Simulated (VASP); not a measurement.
Crystal: Fe2O3.

```xyz
10
Lattice="2.5190 1.4543 4.5907 -2.5190 1.4543 4.5907 0.0000 -2.9087 4.5907" Properties=species:S:1:pos:R:3 pbc="T T T"
Fe    0.0000    0.0000    4.8932
Fe    0.0000    0.0000    1.9928
Fe    0.0000    0.0000    8.8788
Fe    0.0000    0.0000   11.7792
O    -0.9779    1.4543    8.0337
O    -0.7706   -1.5740    8.0337
O     1.7484    0.1197    8.0337
O     0.9779   -1.4543    5.7383
O     0.7706    1.5740    5.7383
O    -1.7484   -0.1197    5.7383
```

Base run:

```yaml
Program: VASP 6.6.1
Functional: PBE
Potentials_or_basis: VASP PAW PBE potentials, release 64 (Fe, O)
Cutoff: 520 eV
k_mesh: 5 × 5 × 5
Occupations: fermi-dirac, width 0.05 eV
Spin: no spin polarisation
Hubbard_terms: Fe d U = 4.0 eV
```

Its results: band gap on the k mesh 0.02 eV (least direct gap 0.08 eV); pressure -21.8 GPa; largest force 0.675 eV/Å.

Task: The run is repeated on the same cell with these changes: functional from PBE to r2SCAN; hubbard terms from Fe d U = 4.0 eV to none. What comes out?

Result: Band gap on the k mesh zero (bands 34 and 35 overlap by 0.35 eV); pressure -32.9 GPa; largest force 0.691 eV/Å.

Several settings changed at once.

Caveats: the cell stands under tension; an odd mesh through Γ misses points on the zone boundary, where band edges can lie (at least some runs); the PAW data sets were made with another functional, which shifts forces and pressure a little (at least some runs); the run has no spin polarisation, though such a crystal can be magnetic (at least some runs); semilocal functionals often make such compounds metallic where correlation or magnetic order opens a gap, which also shifts bond lengths (at least some runs).
